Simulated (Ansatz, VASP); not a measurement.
# TlH: VASP beside Ansatz

```
Tl H
1.0
     9.00000    0.00000    0.00000
     0.00000    9.00000    0.00000
     0.00000    0.00000   10.94000
Tl H
1 1
Direct
  0.50000 0.50000 0.41133
  0.50000 0.50000 0.58893
```

Alike in both runs: task single point; functional PBE; k mesh 1 × 1 × 1; occupations gaussian, width 0.01 eV; no spin polarisation.

|  | VASP | Ansatz |
| --- | --- | --- |
| version | VASP 6.6.1 | Ansatz 0.2.0 |
| potentials or method | VASP PAW PBE potentials, release 64 (Tl_d, H), cutoff 520 eV | scalar-relativistic, plane waves, PAW |
| valence electrons in the cell | 14 | 14 |

```tsv
	VASP	Ansatz	Ansatz less VASP
gap on the k mesh at the Fermi level (eV)	2.45	2.45	+0.009
rms of the force components (eV/Å)	0.028	0.034	+0.0062
```

Atom by atom the forces differ by 0.006 eV/Å (rms over components).

Spin-orbit coupling is off throughout.
